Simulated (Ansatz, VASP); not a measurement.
**Two plane-wave programs on PbS**

```
Pb S
1.0
     3.65270    0.00000    0.00000
     0.00000    3.65270    0.00000
     0.00000    0.00000    3.65270
Pb S
1 1
Direct
  0.00000 0.00000 0.00000
  0.50000 0.50000 0.50000
```

Alike in both runs: functional PBE; k mesh 11 × 11 × 11; occupations fermi-dirac, width 0.08 eV; no spin polarisation.

Ansatz relaxed the structure, and its values are those at the end. VASP's run is a single point on that final structure, the one shown.

|  | VASP | Ansatz |
| --- | --- | --- |
| version | VASP 6.6.1 | Ansatz 0.2.0 |
| potentials or method | VASP PAW PBE potentials, release 64 (Pb_d, S) | PAW with Ansatz's default frozen-core files, scalar-relativistic |
| plane-wave cutoff (eV) | 520 | 420 |
| valence electrons in the cell | 20 | 20 |

```tsv
	VASP	Ansatz	Ansatz less VASP
pressure (GPa)	-0.1	0.0	+0.07
```

Neither program's run includes spin-orbit coupling.
